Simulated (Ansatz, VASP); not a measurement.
# Two plane-wave programs on GaN

```
Ga N
1.0
     0.00000    2.28316    2.28316
     2.28316    0.00000    2.28316
     2.28316    2.28316    0.00000
Ga N
1 1
Direct
  0.00000 0.00000 0.00000
  0.25000 0.25000 0.25000
```

Alike in both runs: task single point; functional B3LYP5; k mesh 5 × 5 × 5; occupations fermi-dirac, width 0.05 eV; no spin polarisation.

|  | VASP | Ansatz |
| --- | --- | --- |
| version | VASP 6.6.1 | Ansatz 0.2.0 |
| potentials or method | VASP PAW PBE potentials, release 64 (Ga_d, N) | Ansatz PAW |
| plane-wave cutoff (eV) | 520 | 420 |
| valence electrons in the cell | 18 | 18 |

```csv
,VASP,Ansatz,Ansatz less VASP
gap on the k mesh at the Fermi level (eV),3.12,3.10,-0.029
least direct gap on the mesh (eV),3.12,3.10,-0.029
pressure (GPa),-2.0,-3.1,-1.08
```

VASP's potentials were made for PBE, not for B3LYP5.

The k mesh is coarse, so the values compare programs but aren't converged. Noted on Ansatz's run: odd divisions of the mesh miss points on the zone boundary, where band edges often lie, so the gap on the mesh can be too wide.
